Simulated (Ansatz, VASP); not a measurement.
## Two plane-wave programs on SiC

Contents of INCAR:

```
  PREC = Accurate
  ENCUT = 520
  EDIFF = 1E-6
  ISMEAR = 0
  SIGMA = 0.05
  LREAL = False
  LASPH = True
  NELM = 80
  ALGO = Normal
  ISIF = 2
  LWAVE = False
  LCHARG = False
  GGA = PE
  NBANDS = 26
```

The input KPOINTS:

```
Automatic mesh
0
Gamma
  10 10 3
```

The input POSCAR:

```
SiC
1.0
   -3.0941201809      0.0000000000      0.0000000000
   -1.5470600905     -2.6795866790      0.0000000000
    0.0000000000      0.0000000000     10.8793391998
Si C
4 4
Direct
    0.6666666667      0.6666666667      0.0875609685
    0.3333333333      0.3333333333      0.5530919633
    1.0000000000      1.0000000000      0.7859090125
    1.0000000000      1.0000000000      0.3203780178
    0.6666666667      0.6666666667      0.8435490952
    0.3333333333      0.3333333333      0.3780181004
    0.0000000000      0.0000000000      0.6113798161
    0.0000000000      0.0000000000      0.1458488213
```

Input for Ansatz:

```yaml
crystal:
  lattice:
    - [-3.0941201809, 0.0, 0.0]
    - [-1.5470600905, -2.679586679, 0.0]
    - [0.0, 0.0, 10.8793391998]
  atoms:
    - { symbol: Si, position: [0.6666666667, 0.6666666667, 0.0875609685] }
    - { symbol: Si, position: [0.3333333333, 0.3333333333, 0.5530919633] }
    - { symbol: Si, position: [1.0, 1.0, 0.7859090125] }
    - { symbol: Si, position: [1.0, 1.0, 0.3203780178] }
    - { symbol: C, position: [0.6666666667, 0.6666666667, 0.8435490952] }
    - { symbol: C, position: [0.3333333333, 0.3333333333, 0.3780181004] }
    - { symbol: C, position: [0.0, 0.0, 0.6113798161] }
    - { symbol: C, position: [0.0, 0.0, 0.1458488213] }
basis:
  ecutwfc: 420
kpoints:
  mp_grid: { grid: [10, 10, 3] }
hamiltonian:
  xc: pbe
scf:
  occupations: { method: gaussian, width: 0.05 }
output:
  forces: true
  stress: true
  eigenvalues: true
```

Alike in both runs: task single point; functional PBE; k mesh 10 × 10 × 3; occupations gaussian, width 0.05 eV; no spin polarisation.

|  | VASP | Ansatz |
| --- | --- | --- |
| version | VASP 6.6.1 | Ansatz 0.2.0 |
| potentials or method | VASP PAW PBE potentials, release 64 (Si, C), cutoff 520 eV | scalar-relativistic, plane waves, PAW |
| valence electrons in the cell | 32 | 32 |

|  | VASP | Ansatz | Ansatz less VASP |
| --- | --- | --- | --- |
| gap on the k mesh at the Fermi level (eV) | 1.07 | 1.06 | -0.007 |
| least direct gap on the mesh (eV) | 2.39 | 2.39 | -0.005 |
| pressure (GPa) | -4.4 | -4.4 | +0.04 |
| traceless stress, the component that is largest in VASP (GPa) | -8.68 | -8.60 | +0.076 |
| rms of the force components (eV/Å) | 0.659 | 0.662 | +0.0030 |

Atom by atom the forces differ by 0.004 eV/Å (rms over components).
